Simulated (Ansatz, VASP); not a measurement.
One calculation of MoS2, two programs

```
CELL_PARAMETERS angstrom
3.28280 0.00000 0.00000
-1.64140 2.59813 0.00000
0.00000 0.00000 12.57882
ATOMIC_POSITIONS crystal
Mo 0.33333 0.66667 0.25000
Mo 0.66667 0.33333 0.75000
S 0.33333 0.66667 0.62605
S 0.66667 0.33333 0.12605
S 0.33333 0.66667 0.87395
S 0.66667 0.33333 0.37395
```

Change from the starting cell: strain +0.0450 x Voigt [1, -1, 0, 0, 0, 0], atoms carried along.

Alike in both runs: task single point; functional PBEsol; k mesh 12 × 12 × 2; occupations gaussian, width 0.05 eV; no spin polarisation.

|  | VASP | Ansatz |
| --- | --- | --- |
| version | VASP 6.6.1 | Ansatz 0.2.0 |
| potentials or method | VASP PAW PBE potentials, release 64 (Mo_sv, S), cutoff 520 eV | scalar-relativistic, plane waves, PAW |
| valence electrons in the cell | 52 | 52 |

|  | VASP | Ansatz | Ansatz less VASP |
| --- | --- | --- | --- |
| gap on the k mesh at the Fermi level (eV) | 1.04 | 1.02 | -0.015 |
| least direct gap on the mesh (eV) | 1.73 | 1.72 | -0.005 |
| pressure (GPa) | 0.9 | 0.9 | +0.03 |
| traceless stress, the component that is largest in VASP (GPa) | 8.26 | 8.23 | -0.025 |
| rms of the force components (eV/Å) | 0.304 | 0.305 | +0.0010 |

VASP's potentials were made for PBE, not for PBEsol. Atom by atom the forces differ by 0.001 eV/Å (rms over components).
